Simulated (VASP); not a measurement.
A run of VASP 6.6.1 is set up as follows.

The input INCAR:

```
SYSTEM = ZnSnP2
  PREC = Accurate
  ENCUT = 500
  EDIFF = 1E-6
  ISMEAR = 0
  SIGMA = 0.05
  LREAL = .False.
  LASPH = .True.
  NELM = 120
  ALGO = Normal
  ISIF = 2
  LWAVE = .False.
  LCHARG = .True.
  GGA = PS
  LELF = .True.
  LVHAR = .True.
  NBANDS = 46
  GGA_COMPAT = .False.
```

The input KPOINTS:

```
regular mesh
0
Gamma
  8 8 8
  0 0 0
```

POSCAR

```
ZnSnP2
1.0
   -2.6700500000      2.6700500000      5.3587000000
    2.6700500000     -2.6700500000      5.3587000000
    2.6700500000      2.6700500000     -5.3587000000
Zn Sn P
2 2 4
Direct
    0.7500000000      0.2500000000      0.5000000000
    0.0000000000      0.0000000000      0.0000000000
    0.2500000000      0.7500000000      0.5000000000
    0.5000000000      0.5000000000      0.0000000000
    0.3750000000      0.3504879709      0.4754879709
    0.6495120291      0.1250000000      0.0245120291
    0.1004879709      0.6250000000      0.9754879709
    0.8750000000      0.8995120291      0.5245120291
```

Potentials or basis: VASP PAW PBE potentials, release 64 (Zn, Sn_d, P).

Run with:

```sh
$ cat potpaw_PBE.64/Zn/POTCAR potpaw_PBE.64/Sn_d/POTCAR potpaw_PBE.64/P/POTCAR > POTCAR
$ mpirun -np 1 vasp_std > vasp.out
```

(1) What does it give for the largest force?

(2) Estimate the pressure.

Results:

(1) 0.398 eV/Å.

(2) 16.4 GPa.

Caveat: the cell stands under pressure; the PAW data sets were made with another functional, which shifts forces and pressure a little.
